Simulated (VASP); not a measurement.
# V (P6/mmm) in VASP: further runs

The runs below take V through single point, with PBE.

Everything below comes from runs of VASP 6.6.1. Logs are shortened: lines on timing, memory, paths and dates and some standing lists are left out, and cuts for length are marked.

**1. The cell of the first run**

The structure is hexagonal, space group P6/mmm (No. 191). Conventional cell: a = 2.128 Å, b = 2.128 Å, c = 1.991 Å, α = 90.00°, β = 90.00°, γ = 120.00°. V (site symmetry 6/mmm) has 8 V at 1.99 to 2.13 Å within 2.6 Å.

This isn't the form of V at room conditions, which is bcc.

**2. Single point, PBE**

Input file INCAR:

```
PREC = Accurate
ENCUT = 500
EDIFF = 1E-6
ISMEAR = -1
SIGMA = 0.05
LREAL = False
LASPH = True
NELM = 120
ALGO = Normal
ISIF = 2
LWAVE = False
LCHARG = False
GGA = PE
NBANDS = 12
GGA_COMPAT = False
```

Input file KPOINTS:

```
Automatic mesh
0
Gamma
  17 17 15
```

Input file POSCAR:

```
V
1.0
    2.1282738622      0.0000000000      0.0000000000
   -1.0641369311      1.8431392309      0.0000000000
    0.0000000000      0.0000000000      1.9909136495
V
1
Direct
    0.0000000000      0.0000000000      0.0000000000
```

Potentials or basis: VASP PAW PBE potentials, release 64 (V_sv).

Command:

```bash
$ cat potpaw_PBE.64/V_sv/POTCAR > POTCAR
$ mpirun -np 1 vasp_std > vasp.out
```

OUTCAR:

```text
PREC = Accurate
   ENCUT = 500
   EDIFF = 1E-6
   ISMEAR = -1
   LREAL = False
   LASPH = True
   NELM = 120
   ISIF = 2
   GGA = PE

 ion  position               nearest neighbor table
   1  0.000  0.000  0.000-

  LATTYP: Found a hexagonal cell.
 ALAT       =     2.1282738622
 C/A-ratio  =     0.9354593339

  Lattice vectors:

 A1 = (   2.1282738622,   0.0000000000,   0.0000000000)
 A2 = (  -1.0641369311,   1.8431392309,   0.0000000000)
 A3 = (   0.0000000000,   0.0000000000,   1.9909136495)

Analysis of symmetry for initial positions (statically):
=====================================================================
 Subroutine PRICEL returns:
 Original cell was already a primitive cell.

 Routine SETGRP: Setting up the symmetry group for a
 hexagonal supercell.

 Subroutine GETGRP returns: Found 24 space group operations
 (whereof 24 operations were pure point group operations)
 out of a pool of 24 trial point group operations.

The static configuration has the point symmetry D_6h.

Analysis of symmetry for dynamics (positions and initial velocities):
=====================================================================
 Subroutine PRICEL returns:
 Original cell was already a primitive cell.

 Routine SETGRP: Setting up the symmetry group for a
 hexagonal supercell.

 Subroutine GETGRP returns: Found 24 space group operations
 (whereof 24 operations were pure point group operations)
 out of a pool of 24 trial point group operations.

The dynamic configuration has the point symmetry D_6h.

 Subroutine INISYM returns: Found 24 space group operations
 (whereof 24 operations are pure point group operations),
 and found     1 'primitive' translations

----------------------------------------------------------------------------------------

                                     Primitive cell

  volume of cell :       7.8098

  direct lattice vectors                    reciprocal lattice vectors
     2.128273862  0.000000000  0.000000000     0.469864343  0.271276305  0.000000000
    -1.064136931  1.843139231  0.000000000     0.000000000  0.542552610  0.000000000
     0.000000000  0.000000000  1.990913649     0.000000000  0.000000000  0.502281955

  length of vectors
     2.128273862  2.128273862  1.990913649     0.542552610  0.542552610  0.502281955
[... 82 lines left out ...]
   NSW    =      0    number of steps for IOM
   IBRION =     -1    ionic relax: 0-MD 1-quasi-New 2-CG
   NFREE  =      0    steps in history (QN), initial steepest desc. (CG)
   ISIF   =      2    stress and relaxation
   ISYM   =      2    0-nonsym 1-usesym 2-fastsym
   POTIM  = 0.5000    time-step for ionic-motion
   TEBEG  =    0.0;   TEEND  =   0.0 temperature during run
   PSTRESS=    0.0 pullay stress
   NELECT =      13.0000    total number of electrons
   NUPDOWN=      -1.0000    fix difference up-down
   EMIN   =  10.00;   EMAX   =-10.00  energy-range for DOS
   EFERMI =   0.00;   METHOD = LEGACY
   ISMEAR =    -1;   SIGMA  =   0.05  broadening in eV -4-tet -1-fermi 0-gaus
   EFERMI_NEDOS =   21; number of points for ismear=-14 and -15
   IALGO  =     38    algorithm
   IMIX   =      4    mixing-type and parameters
     AMIX     =   0.40;   BMIX     =  1.00
     AMIX_MAG =   1.60;   BMIX_MAG =  1.00
  volume/ion in A,a.u.               =       7.81        52.70
  Fermi-wavevector in a.u.,A,eV,Ry     =   1.940186  3.666419 51.216680  3.764320
  Thomas-Fermi vector in A             =   2.970130
   LORBIT       =      0    0 simple, 1 ext, 2 COOP (PROOUT), +10 PAW based schemes
   GGA     = PE    functional components
   LHFCALC =     F    Hartree Fock is set to
   AEXX    =    0.0000 exact exchange contribution
   IVDW    =     0    specifies the selected vdW correction
   LEPSILON=     F    determine dielectric tensor
   LRPA    =     F    only Hartree local field effects (RPA)
 non-spin polarized calculation
  energy-cutoff  :      500.00
  volume of cell :        7.81
 maximum number of plane-waves:       207
 NGX is ok and might be reduce to    16
   NGX =  7   NGY =  7   NGZ =  7

 number of electron      13.0000008 magnetization

 Free energy of the ion-electron system (eV)
  ---------------------------------------------------
  ext. energy  EPLUGINS =         0.00000000
  ---------------------------------------------------
  free energy    TOTEN  =        -4.92378845 eV

  energy without entropy =       -4.91908346  energy(sigma->0) =       -4.92143595

 E-fermi :  18.8931     XC(G=0): -16.1087

 val. band max:       18.8910888212   @ k =   0.0588   0.0000   0.1333
 cond. band min:      18.8995046034   @ k =   0.3529   0.2353   0.0000
 fundamental gap:      0.0084157822
 Fermi energy:        18.8930568848

 k-point     1 :       0.0000    0.0000    0.0000
  band No.  band energies     occupation
      1     -46.2519      2.00000
      2     -16.9174      2.00000
      3     -16.9174      2.00000
      4     -16.8448      2.00000
      5      11.9261      2.00000
      6      13.6154      2.00000
      7      18.5002      1.99923
      8      18.5002      1.99923
      9      25.4563      0.00000
     10      25.4563      0.00000
     11      39.8695      0.00000
     12      46.0367      0.00000
[... 331 lines left out ...]
 k-point    24 :       0.1765    0.1765    0.0000
  band No.  band energies     occupation
      1     -45.3483      2.00000
      2     -19.9066      2.00000
      3     -17.9770      2.00000
      4     -16.4625      2.00000
      5      15.1399      2.00000
      6      15.6533      2.00000
      7      16.4639      2.00000
      8      22.5663      0.00000
      9      23.8697      0.00000
     10      24.5349      0.00000
     11      40.1097      0.00000
     12      42.9110      0.00000

 [... further k-points ...]

------------------------ aborting loop because EDIFF is reached ----------------------------------------

  FORCE on cell =-STRESS in cart. coord.  units (eV):
  Direction    XX          YY          ZZ          XY          YZ          ZX
  --------------------------------------------------------------------------------------
  -------------------------------------------------------------------------------------
  Total       14.0751710     14.0751710     14.4771555      0.0000000      0.0000000      0.0000000
  in kB     2887.5278627   2887.5278627   2969.9951632      0.0000000      0.0000000      0.0000000
  external PRESSURE =    2915.0169629 kB  Pullay stress =       0.0000000 kB

 VOLUME and BASIS-vectors are now :
 -----------------------------------------------------------------------------
  energy-cutoff  :      500.00
  volume of cell :        7.81
      direct lattice vectors                 reciprocal lattice vectors
     2.128273862  0.000000000  0.000000000     0.469864343  0.271276305  0.000000000
    -1.064136931  1.843139231  0.000000000     0.000000000  0.542552610  0.000000000
     0.000000000  0.000000000  1.990913649     0.000000000  0.000000000  0.502281955

 POSITION                                       TOTAL-FORCE (eV/Angst)
 -----------------------------------------------------------------------------------
      0.00000      0.00000      0.00000         0.000000      0.000000      0.000000
 -----------------------------------------------------------------------------------
    total drift:                                0.000000      0.000000      0.000000

  FREE ENERGIE OF THE ION-ELECTRON SYSTEM (eV)
  ---------------------------------------------------
  free  energy   TOTEN  =        -4.9237884511 eV

  energy  without entropy=       -4.9190834579  energy(sigma->0) =       -4.92143595
```

OSZICAR:

```text
N       E                     dE             d eps       ncg     rms          rms(c)
DAV:   1     0.812546030879E+02    0.81255E+02   -0.67808E+03  6424   0.125E+03
DAV:   2    -0.433663289777E+01   -0.85591E+02   -0.82269E+02  6616   0.323E+02
DAV:   3    -0.521076852005E+01   -0.87414E+00   -0.87256E+00  6768   0.379E+01
DAV:   4    -0.521369528213E+01   -0.29268E-02   -0.29267E-02  6800   0.229E+00
DAV:   5    -0.521371741098E+01   -0.22129E-04   -0.22130E-04  6764   0.187E-01    0.427E+01
DAV:   6    -0.495065534272E+01    0.26306E+00   -0.34566E-01  6408   0.109E+01    0.203E+01
DAV:   7    -0.492555546389E+01    0.25100E-01   -0.55595E-02  6696   0.411E+00    0.339E+00
DAV:   8    -0.492389774146E+01    0.16577E-02   -0.13734E-02  6380   0.205E+00    0.961E-02
DAV:   9    -0.492380300721E+01    0.94734E-04   -0.15929E-04  6856   0.223E-01    0.218E-02
DAV:  10    -0.492379069187E+01    0.12315E-04   -0.82251E-06  6536   0.412E-02    0.760E-03
DAV:  11    -0.492378943315E+01    0.12587E-05   -0.41095E-07  3644   0.104E-02    0.156E-03
DAV:  12    -0.492378845114E+01    0.98201E-06   -0.40072E-08  3216   0.280E-03
   1 F= -.49237885E+01 E0= -.49214360E+01  d E =-.470499E-02
```

Run time: 20 s. Hardware: 1 thread of Intel Xeon 8259CL, shared host; peak memory 0.13 GiB.

What came out:

```yaml
Free_energy: -4.9238 eV
Pressure: 291.5 GPa
Band_gap_on_the_k_mesh: zero (an odd number of electrons rules out a gap without spin polarisation)
```

Caveat: atoms lie so close that the PAW spheres overlap strongly, which falsifies energies and pressures; the cell stands under pressure.

**3. Single point, PBE**

This run uses another cell than the first one, of 9.23 Å³/atom.

Input file INCAR:

```
SYSTEM = V
ALGO     = Normal         ! electronic algorithm
EDIFF    = 1E-6           ! SCF threshold, eV
ENCUT    = 500            ! plane-wave cutoff, eV
GGA      = PE             ! functional
GGA_COMPAT= .FALSE.      
ISIF     = 2              ! what is computed and relaxed
ISMEAR   = -1             ! smearing method
LASPH    = .TRUE.         ! aspherical terms in the spheres
LCHARG   = .TRUE.         ! write CHGCAR
LELF     = .TRUE.         ! ELF
LREAL    = .FALSE.        ! projectors in reciprocal space
LVHAR    = .TRUE.       
LWAVE    = .FALSE.        ! write WAVECAR
NBANDS   = 12             ! bands
NELM     = 120            ! most SCF steps
PREC     = Accurate       ! precision mode
SIGMA    = 0.05           ! smearing width, eV
```

Input file KPOINTS:

```
k-points
0
G
  17 17 15
  0 0 0
```

Input file POSCAR:

```
V
1.0
    2.2516521979      0.0000000000      0.0000000000
   -1.1258260990      1.9499880039      0.0000000000
    0.0000000000      0.0000000000      2.1021102901
V
1
Direct
    0.0000000000      0.0000000000      0.0000000000
```

Potentials or basis: VASP PAW PBE potentials, release 64 (V_sv).

Command:

```bash
$ cat potpaw_PBE.64/V_sv/POTCAR > POTCAR
$ mpirun -np 1 vasp_std > vasp.out
```

OUTCAR:

```text
SYSTEM = V
   EDIFF = 1E-6
   ENCUT = 500
   GGA = PE
   ISIF = 2
   ISMEAR = -1
   LASPH = .TRUE.
   LREAL = .FALSE.
   NELM = 120
   PREC = Accurate

 ion  position               nearest neighbor table
   1  0.000  0.000  0.000-

  LATTYP: Found a hexagonal cell.
 ALAT       =     2.2516521979
 C/A-ratio  =     0.9335856986

  Lattice vectors:

 A1 = (   2.2516521979,   0.0000000000,   0.0000000000)
 A2 = (  -1.1258260990,   1.9499880039,   0.0000000000)
 A3 = (   0.0000000000,   0.0000000000,   2.1021102901)

Analysis of symmetry for initial positions (statically):
=====================================================================
 Subroutine PRICEL returns:
 Original cell was already a primitive cell.

 Routine SETGRP: Setting up the symmetry group for a
 hexagonal supercell.

 Subroutine GETGRP returns: Found 24 space group operations
 (whereof 24 operations were pure point group operations)
 out of a pool of 24 trial point group operations.

The static configuration has the point symmetry D_6h.

[... 164 lines left out ...]
 k-point     1 :       0.0000    0.0000    0.0000
  band No.  band energies     occupation
      1     -48.6760      2.00000
      2     -20.5408      2.00000
      3     -20.5408      2.00000
      4     -20.4707      2.00000
      5       8.4990      2.00000
      6      11.5531      2.00000
      7      15.6872      1.83304
      8      15.6872      1.83303
      9      21.2774      0.00000
     10      21.2774      0.00000
     11      35.8550      0.00000
     12      40.1224      0.00000
[... 331 lines left out ...]
 k-point    24 :       0.1765    0.1765    0.0000
  band No.  band energies     occupation
      1     -48.1416      2.00000
      2     -22.4900      2.00000
      3     -21.2162      2.00000
      4     -20.2308      2.00000
      5      12.0101      2.00000
      6      13.2138      2.00000
      7      13.3560      2.00000
      8      19.0174      0.00000
      9      19.8835      0.00000
     10      20.5650      0.00000
     11      34.5005      0.00000
     12      36.6774      0.00000

 [... further k-points ...]

------------------------ aborting loop because EDIFF is reached ----------------------------------------

  FORCE on cell =-STRESS in cart. coord.  units (eV):
  Direction    XX          YY          ZZ          XY          YZ          ZX
  --------------------------------------------------------------------------------------
  -------------------------------------------------------------------------------------
  Total        8.7453063      8.7453063      8.8911534     -0.0000000     -0.0000000     -0.0000000
  in kB     1518.0877085   1518.0877086   1543.4051392     -0.0000000     -0.0000000     -0.0000000
  external PRESSURE =    1526.5268521 kB  Pullay stress =       0.0000000 kB

 VOLUME and BASIS-vectors are now :
 -----------------------------------------------------------------------------
  energy-cutoff  :      500.00
  volume of cell :        9.23
      direct lattice vectors                 reciprocal lattice vectors
     2.251652198  0.000000000  0.000000000     0.444118324  0.256411834  0.000000000
    -1.125826099  1.949988004  0.000000000     0.000000000  0.512823668  0.000000000
     0.000000000  0.000000000  2.102110290     0.000000000  0.000000000  0.475712433

 POSITION                                       TOTAL-FORCE (eV/Angst)
 -----------------------------------------------------------------------------------
      0.00000      0.00000      0.00000        -0.000000      0.000000      0.000000
 -----------------------------------------------------------------------------------
    total drift:                               -0.000000     -0.000000      0.000000

  FREE ENERGIE OF THE ION-ELECTRON SYSTEM (eV)
  ---------------------------------------------------
  free  energy   TOTEN  =        -6.8307341277 eV

  energy  without entropy=       -6.8248737044  energy(sigma->0) =       -6.82780392
```

stdout:

```text
POSCAR found type information on POSCAR V
 POSCAR found :  1 types and       1 ions
 scaLAPACK will be used
 LDA part: xc-table for (Slater+PW92), standard interpolation
 POSCAR, INCAR and KPOINTS ok, starting setup
 FFT: planning ... GRIDC
 FFT: planning ... GRID_SOFT
 FFT: planning ... GRID
 WAVECAR not read
 entering main loop
```

It took 20 s on 1 thread of Intel Xeon 8259CL, shared host; peak memory 0.14 GiB.

What came out:

```
Free energy            : -6.8307 eV
Pressure               : 152.7 GPa
Band gap on the k mesh : zero (an odd number of electrons rules out a gap without spin polarisation)
```

Caveat: the cell stands under pressure.

**4. Single point, PBE**

This run uses another cell than the first one, of 13.49 Å³/atom.

INCAR is that of step 3.

KPOINTS is that of step 3.

Input file POSCAR:

```
V
1.0
    2.5566404293      0.0000000000      0.0000000000
   -1.2783202147      2.2141155601      0.0000000000
    0.0000000000      0.0000000000      2.3830275214
V
1
Direct
    0.0000000000      0.0000000000      0.0000000000
```

Command:

```bash
$ cat potpaw_PBE.64/V_sv/POTCAR > POTCAR
$ mpirun -np 1 vasp_std > vasp.out
```

Wall time 55 s (1 thread of Intel Xeon 8259CL, shared host); peak memory 0.15 GiB.

The run converged. Its results:

- Free energy: -8.4971 eV
- Pressure: 9.0 GPa
- Band gap on the k mesh: zero (an odd number of electrons rules out a gap without spin polarisation)

Stress tensor (GPa, compression positive):
```
8.91 0.00 0.00
0.00 8.91 0.00
0.00 0.00 9.17
```

Levels at points of the mesh, in eV from the Fermi level:
```csv
k point,band 2,band 3,band 4,band 5,band 6,band 7,band 8,band 9,band 10,band 11
"(0.00, 0.00, 0.00)",-37.30,-37.30,-37.25,-6.82,-2.54,0.19,0.19,3.53,3.53,17.86
```

Caveat: the cell stands under pressure.

**5. The runs side by side**

| cell | gap on the mesh (eV) | pressure (GPa) |
| --- | --- | --- |
| a = 2.128, b = 2.128, c = 1.991 Å, angles 90.0, 90.0, 120.0°, 1 atom | none | 291.5 |
| a = 2.252, b = 2.252, c = 2.102 Å, angles 90.0, 90.0, 120.0°, 1 atom | none | 152.7 |
| a = 2.557, b = 2.557, c = 2.383 Å, angles 90.0, 90.0, 120.0°, 1 atom | none | 9.0 |

Alike in all rows: task single point; level PBE; potentials or basis VASP PAW PBE potentials, release 64 (V_sv); no spin polarisation; k mesh 17 × 17 × 15; cutoff (eV) 500; smearing fermi-dirac 0.05 eV.

Caveats: the cell stands under pressure; atoms lie so close that the PAW spheres overlap strongly, which falsifies energies and pressures (at least some runs).

Total energies depend on the potentials used, so only differences within one code and one set of settings carry meaning.
